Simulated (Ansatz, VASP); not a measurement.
**AlCo3: VASP beside Ansatz**

INCAR

```
  PREC = Accurate
  ENCUT = 520
  EDIFF = 1E-6
  ISMEAR = -1
  SIGMA = 0.5
  LREAL = F
  LASPH = T
  NELM = 150
  ALGO = Fast
  ISIF = 2
  LWAVE = F
  LCHARG = F
  ISPIN = 2
  MAGMOM = 0 1.48 1.48 1.48
  LORBIT = 11
  LMAXMIX = 4
  GGA = PS
  NBANDS = 27
```

The input KPOINTS:

```
regular mesh
0
Gamma
  12 12 12
```

Contents of POSCAR:

```
AlCo3
1.0
    3.5749480000      0.0000000000      0.0000000000
    0.0000000000      3.5749480000      0.0000000000
    0.0000000000      0.0000000000      3.5749480000
Al Co
1 3
Direct
    0.0000000000      0.0000000000      0.0000000000
    0.5000000000      0.5000000000      0.0000000000
    0.5000000000      0.0000000000      0.5000000000
    0.0000000000      0.5000000000      0.5000000000
```

Input for Ansatz:

```yaml
crystal:
  lattice:
    - [3.574948, 0.0, 0.0]
    - [0.0, 3.574948, 0.0]
    - [0.0, 0.0, 3.574948]
  atoms:
    - { symbol: Al, position: [0.0, 0.0, 0.0] }
    - { symbol: Co, position: [0.5, 0.5, 0.0], spin: 1.48 }
    - { symbol: Co, position: [0.5, 0.0, 0.5], spin: 1.48 }
    - { symbol: Co, position: [0.0, 0.5, 0.5], spin: 1.48 }
basis:
  ecutwfc: 420
kpoints:
  mp_grid: { grid: [12, 12, 12] }
hamiltonian:
  xc: pbesol
scf:
  occupations: { method: fermi_dirac, width: 0.5 }
output:
  forces: true
  stress: true
  eigenvalues: true
  populations: true
magnetization:
  spin_polarized: true
```

Alike in both runs: task single point; functional PBEsol; k mesh 12 × 12 × 12; occupations fermi-dirac, width 0.5 eV; collinear spin.

|  | VASP | Ansatz |
| --- | --- | --- |
| version | VASP 6.6.1 | Ansatz 0.2.0 |
| potentials or method | VASP PAW PBE potentials, release 64 (Al, Co), cutoff 520 eV | scalar-relativistic, plane waves, PAW |
| valence electrons in the cell | 30 | 54 |

|  | VASP | Ansatz | Ansatz less VASP |
| --- | --- | --- | --- |
| gap on the k mesh at the Fermi level (eV) | none | none | - |
| pressure (GPa) | -4.9 | -4.8 | +0.08 |
| net moment per atom (μB) | 0.00 | 0.00 | 0.000 |

VASP's potentials were made for PBE, not for PBEsol. A gap of «none» marks a metal or a gap that the smearing closes. VASP's potentials hold 30 valence electrons a cell and Ansatz's 54, so a difference there can come from the potentials and not from the codes. Ansatz's warnings: seeded moment not kept.
